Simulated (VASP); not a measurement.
Input of a VASP 6.6.1 run:

File INCAR:

```
PREC = Accurate ; ENCUT = 520
EDIFF = 1E-7 ; ISMEAR = 0
SIGMA = 0.026000000000000002 ; LREAL = F
LASPH = T ; NELM = 100
ALGO = Fast ; ISIF = 2
LWAVE = F ; LCHARG = T
GGA = PE ; LELF = T
LVHAR = T ; NBANDS = 21
```

KPOINTS

```
Automatic mesh
0
Gamma
  11 11 6
```

File POSCAR:

```
Ru
1.0
    2.7058000000      0.0000000000      0.0000000000
   -1.3529000000      2.3432915376      0.0000000000
    0.0000000000      0.0000000000      4.2819000000
Ru
2
Direct
    0.6666666667      0.3333333333      0.7500000000
    0.3333333333      0.6666666667      0.2500000000
```

Potentials or basis: VASP PAW PBE potentials, release 64 (Ru_pv).

Command:

```bash
$ cat potpaw_PBE.64/Ru_pv/POTCAR > POTCAR
$ mpirun -np 1 vasp_std > vasp.out
```

(1) Predict the pressure.

(2) Predict the band gap on the k mesh.

## Answers

(1) 4.4 GPa.

(2) zero (band 14 reaches 14.34 eV, above the bottom of band 15 at 11.27 eV).
